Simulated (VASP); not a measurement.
Wanted: the native input for a VASP 6.6.1 run.

```yaml
Task: relaxation of cell and atoms
Functional: PBE
Potentials_or_basis: VASP PAW PBE potentials, release 64 (Cu)
Cutoff: 600 eV
k_mesh: 20 × 20 × 20
Occupations: gaussian, width 0.1 eV
Spin: no spin polarisation
Dipole_correction: no
Further_INCAR_settings: ALGO = Normal; EDIFF = 1e-07; IBRION = 2; EDIFFG = -0.002; NSW = 100; ISIF = 3
```

The structure of Cu lies in POSCAR:

```
Cu
1.0
    0.0000000000      1.8133626053      1.8133626053
    1.8133626053      0.0000000000      1.8133626053
    1.8133626053      1.8133626053      0.0000000000
Cu
1
Direct
    0.0000000000      0.0000000000      0.0000000000
```

The input as run:

INCAR

```
PREC     = Accurate       # precision mode
ENCUT    = 600            # plane-wave cutoff, eV
EDIFF    = 1E-7           # SCF threshold, eV
ISMEAR   = 0              # smearing method
SIGMA    = 0.1            # smearing width, eV
LREAL    = F              # projectors in reciprocal space
LASPH    = T              # aspherical terms in the spheres
NELM     = 120            # most SCF steps
ALGO     = Normal         # electronic algorithm
ISIF     = 3              # what is computed and relaxed
LWAVE    = F              # write WAVECAR
LCHARG   = F              # write CHGCAR
GGA      = PE             # functional
IBRION   = 2              # ionic algorithm
NSW      = 100            # ionic steps
EDIFFG   = -0.002         # ionic threshold
GGA_COMPAT= F            
NELMIN   = 4
```

KPOINTS

```
Automatic mesh
0
Gamma
  20 20 20
```

Potentials or basis: VASP PAW PBE potentials, release 64 (Cu).

The run is started by

```sh
$ cat potpaw_PBE.64/Cu/POTCAR > POTCAR
$ mpirun -np 1 vasp_std > vasp.out
```

It gave:

* Relaxed volume: 12.01 Å³/atom
* Relaxed cell: a = 2.570 Å, b = 2.570 Å, c = 2.570 Å, α = 60.00°, β = 60.00°, γ = 60.00°
* Space group after relaxing (to 0.05 Å): Fm-3m (No. 225)
* Energy gained by relaxing: 0.2 meV/atom
* Ionic steps: 3
* Pressure after relaxing: 0.0 GPa

It took 47 s on 1 thread of Intel(R) Xeon(R) 6975P-C (Granite Rapids), on a shared host, peak memory 0.16 GiB.
